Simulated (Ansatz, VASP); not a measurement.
# SiO2: VASP beside Ansatz

File INCAR:

```
SYSTEM = SiO2
  PREC = Accurate
  ENCUT = 520
  EDIFF = 1E-6
  ISMEAR = 0
  SIGMA = 0.05
  LREAL = .False.
  LASPH = .True.
  NELM = 60
  ALGO = Normal
  ISIF = 2
  LWAVE = .False.
  LCHARG = .True.
  GGA = PE
  LELF = .True.
  LVHAR = .True.
  NBANDS = 25
```

The input KPOINTS:

```
regular mesh
0
Gamma
  6 6 8
  0 0 0
```

File POSCAR:

```
SiO2
1.0
    4.3630000000      0.0000000000      0.0000000000
    0.0000000000      4.3630000000      0.0000000000
    0.0000000000      0.0000000000      2.8512000000
Si O
2 4
Direct
    0.5000000000      0.5000000000      0.5000000000
    0.0000000000      0.0000000000      0.0000000000
    0.6930127928      0.6930127928      0.0000000000
    0.1930127928      0.8069872072      0.5000000000
    0.3069872072      0.3069872072      0.0000000000
    0.8069872072      0.1930127928      0.5000000000
```

Input for Ansatz:

```yaml
crystal:
  lattice:
    - [4.363, 0.0, 0.0]
    - [0.0, 4.363, 0.0]
    - [0.0, 0.0, 2.8512]
  atoms:
    - { symbol: Si, position: [0.5, 0.5, 0.5] }
    - { symbol: Si, position: [0.0, 0.0, 0.0] }
    - { symbol: O, position: [0.6930127928, 0.6930127928, 0.0] }
    - { symbol: O, position: [0.1930127928, 0.8069872072, 0.5] }
    - { symbol: O, position: [0.3069872072, 0.3069872072, 0.0] }
    - { symbol: O, position: [0.8069872072, 0.1930127928, 0.5] }
basis:
  ecutwfc: 520.0
kpoints:
  mp_grid: { grid: [6, 6, 8] }
hamiltonian:
  xc: pbe
  pseudopotentials: { kind: paw, azcp: { folder: soft_1 } }
scf:
  occupations: { method: gaussian, width: 0.05 }
output:
  forces: true
  stress: true
  eigenvalues: true
```

Alike in both runs: task single point; functional PBE; k mesh 6 × 6 × 8; occupations gaussian, width 0.05 eV; no spin polarisation.

|  | VASP | Ansatz |
| --- | --- | --- |
| version | VASP 6.6.1 | Ansatz 0.2.0 |
| potentials or method | VASP PAW PBE potentials, release 64 (Si, O), cutoff 520 eV | scalar-relativistic, plane waves, PAW |
| valence electrons in the cell | 32 | 32 |

```csv
,VASP,Ansatz,Ansatz less VASP
gap on the k mesh at the Fermi level (eV),3.01,3.04,+0.023
least direct gap on the mesh (eV),3.01,3.04,+0.023
rms of the force components (eV/Å),0.184,0.190,+0.0062
```

Atom by atom the forces differ by 0.006 eV/Å (rms over components).
